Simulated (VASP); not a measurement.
Here is a VASP 6.6.1 calculation.

INCAR

```
PREC = Accurate
ENCUT = 600
EDIFF = 1E-6
ISMEAR = 0
SIGMA = 0.1
LREAL = F
LASPH = T
NELM = 100
ALGO = Normal
ISIF = 3
LWAVE = F
LCHARG = F
GGA = PE
IBRION = 2
NSW = 100
EDIFFG = -0.01
```

KPOINTS

```
regular mesh
0
Gamma
  10 10 12
```

The input POSCAR:

```
Cu2H3
1.0
    3.6396793674      0.0000000000      0.0000000000
    0.0000000000      3.6396793674      0.0000000000
    0.0000000000      0.0000000000      3.2141484898
Cu H
2 3
Direct
    0.5000000000      0.0000000000      0.0000000000
    0.0000000000      0.5000000000      0.0000000000
    0.5000000000      0.0000000000      0.5000000000
    0.0000000000      0.5000000000      0.5000000000
    0.0000000000      0.0000000000      0.0000000000
```

Potentials or basis: VASP PAW PBE potentials, release 64 (Cu, H).

Run with:

```sh
$ cat potpaw_PBE.64/Cu/POTCAR potpaw_PBE.64/H/POTCAR > POTCAR
$ mpirun -np 1 vasp_std > vasp.out
```

Q: Predict the relaxed cell.

A: a = 3.679 Å, b = 3.679 Å, c = 3.187 Å, α = 90.00°, β = 90.00°, γ = 90.00°.

Q: Estimate the space group after relaxing (to 0.05 Å).

A: P4/mmm (No. 123).

Final structure:
```xyz
5
Lattice="3.6793 0.0000 0.0000 0.0000 3.6793 0.0000 0.0000 0.0000 3.1872" Properties=species:S:1:pos:R:3 pbc="T T T"
Cu    1.8396    0.0000    0.0000
Cu    0.0000    1.8396    0.0000
H     1.8396    0.0000    1.5936
H     0.0000    1.8396    1.5936
H     0.0000    0.0000    0.0000
```
